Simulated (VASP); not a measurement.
Crystal: GaN.

```
Ga N
1.0
     3.11508    0.00000    0.00000
    -1.55754    2.69774    0.00000
     0.00000    0.00000    5.06054
Ga N
2 2
Direct
  0.66667 0.33333 0.50000
  0.33333 0.66667 0.00000
  0.66667 0.33333 0.87500
  0.33333 0.66667 0.37500
```

Program: VASP 6.6.1. Alike in all runs: task single point; potentials or basis VASP PAW PBE potentials, release 64 (Ga_d, N); no spin polarisation; cell as given; k mesh 10 × 10 × 5; cutoff (eV) 520; smearing fermi-dirac 0.05 eV.

Problem. Order these runs on this cell by their pressure, lowest first.
A. level PBEsol+D3(BJ)
B. level revPBE+D3(BJ)
C. level revPBE
D. level r2SCAN+D4

Solution. A (10.8 GPa), D (14.4 GPa), B (16.0 GPa), C (24.7 GPa).

Caveats: the PAW data sets were made with another functional, which shifts forces and pressure a little.
